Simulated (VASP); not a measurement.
Set up this calculation in VASP 6.6.1, as the native input.

```yaml
Task: single point
Functional: LDA
Potentials_or_basis: VASP PAW LDA potentials, release 64 (Fe, Ni)
Cutoff: 520 eV
k_mesh: 8 × 8 × 8
Occupations: gaussian, width 0.05 eV
Spin: collinear spin, ferromagnetic start
Starting_moments: "[3.12, 0.71, 0.71, 0.71] μB"
Dipole_correction: no
Further_INCAR_settings: ALGO = Normal; EDIFF = 1e-07; NBANDS = 31
```

The structure of FeNi3 lies in POSCAR:

```
FeNi3
1.0
    3.5449999038      0.0000000000      0.0000000000
    0.0000000000      3.5449999038      0.0000000000
    0.0000000000      0.0000000000      3.5449999038
Fe Ni
1 3
Direct
    0.0000000000      0.0000000000      0.0000000000
    0.0000000000      0.5000000000      0.5000000000
    0.5000000000      0.0000000000      0.5000000000
    0.5000000000      0.5000000000      0.0000000000
```

These files were run (other wordings do the same):

INCAR

```
PREC = Accurate ; ENCUT = 520
EDIFF = 1E-7 ; ISMEAR = 0
SIGMA = 0.05 ; LREAL = F
LASPH = T ; NELM = 150
ALGO = Normal ; ISIF = 2
LWAVE = F ; LCHARG = F
ISPIN = 2 ; MAGMOM = 3.12 0.71 0.71 0.71
LORBIT = 11 ; LMAXMIX = 4
GGA = CA ; NBANDS = 31
```

KPOINTS

```
Automatic mesh
0
Gamma
  8 8 8
```

Potentials or basis: VASP PAW LDA potentials, release 64 (Fe, Ni).

Command:

```console
$ cat potpaw_LDA.64/Fe/POTCAR potpaw_LDA.64/Ni/POTCAR > POTCAR
$ mpirun -np 1 vasp_std > vasp.out
```

It gave:

| Property | Result |
| --- | --- |
| Pressure | -17.4 GPa |
| Net moment | 4.54 μB per cell |
| Site moments | Fe +2.78; Ni +0.58 μB |
| Valence electrons inside the program's atomic spheres | Fe 7.11; Ni 9.35 |

Run time: 100 s on 1 thread of Intel Xeon 6975P-C, on a shared host, peak memory 0.2 GiB.
